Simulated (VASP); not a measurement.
Here is a VASP 6.6.1 calculation.

Contents of POSCAR:

```
ZnAu
1.0
    3.1470000000      0.0000000000      0.0000000000
    0.0000000000      3.1470000000      0.0000000000
    0.0000000000      0.0000000000      3.1470000000
Zn Au
1 1
Direct
    0.5000000000      0.5000000000      0.5000000000
    0.0000000000      0.0000000000      0.0000000000
```

INCAR.step1

```
SYSTEM = ZnAu
PREC = Accurate ; ENCUT = 520
ISMEAR = 0 ; SIGMA = 0.15
LREAL = .False. ; LASPH = .True.
NELM = 100 ; NBANDS = 18
GGA = PE ; ALGO = Normal
EDIFF = 1E-4 ; LWAVE = .True.
LCHARG = .False.
```

File INCAR.step2:

```
SYSTEM = ZnAu
PREC = Accurate ; ENCUT = 520
EDIFF = 1E-7 ; ISMEAR = 0
SIGMA = 0.15 ; LREAL = .False.
LASPH = .True. ; NELM = 100
ALGO = Normal ; ISIF = 2
LWAVE = .False. ; LCHARG = .False.
METAGGA = R2SCAN ; LMIXTAU = .True.
NBANDS = 18 ; ISTART = 1
```

The input KPOINTS:

```
Automatic mesh
0
Gamma
  16 16 16
  0 0 0
```

Potentials or basis: VASP PAW PBE potentials, release 64 (Zn, Au).

The run is started by

```sh
$ cat potpaw_PBE.64/Zn/POTCAR potpaw_PBE.64/Au/POTCAR > POTCAR
$ cp INCAR.step1 INCAR
$ mpirun -np 1 vasp_std > vasp.out
$ cp INCAR.step2 INCAR
$ mpirun -np 1 vasp_std > vasp.out
```

Q: Predict the pressure.

A: 0.5 GPa.

Caveat: the PAW data sets were made with another functional, which shifts forces and pressure a little.
